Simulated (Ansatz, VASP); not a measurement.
## Two plane-wave programs on B

```
CELL_PARAMETERS angstrom
2.79942 0.00000 0.00000
-1.39971 2.42437 0.00000
0.00000 0.00000 2.76479
ATOMIC_POSITIONS crystal
B 0.00000 0.00000 0.00000
B 0.33333 0.66667 0.50000
B 0.66667 0.33333 0.50000
```

Alike in both runs: task single point; functional RPBE; k mesh 14 × 14 × 12; occupations fermi-dirac, width 0.1 eV; no spin polarisation.

|  | VASP | Ansatz |
| --- | --- | --- |
| version | VASP 6.6.1 | Ansatz 0.2.0 |
| potentials or method | VASP PAW PBE potentials, release 64 (B), cutoff 520 eV | plane waves (420 eV) with PAW, scalar-relativistic |
| valence electrons in the cell | 9 | 9 |

Ansatz gave:

| Quantity | Value |
| --- | --- |
| pressure (GPa) | 21.4 |
| traceless stress, the component that is largest in VASP (GPa) | -8.52 |

Q: Which values does VASP return?

A: Pressure (GPa): 21.3; traceless stress, the component that is largest in VASP (GPa): -8.63.

VASP's potentials were made for PBE, not for RPBE. With one functional, cell and mesh, what is left measures potentials, basis and numerics.
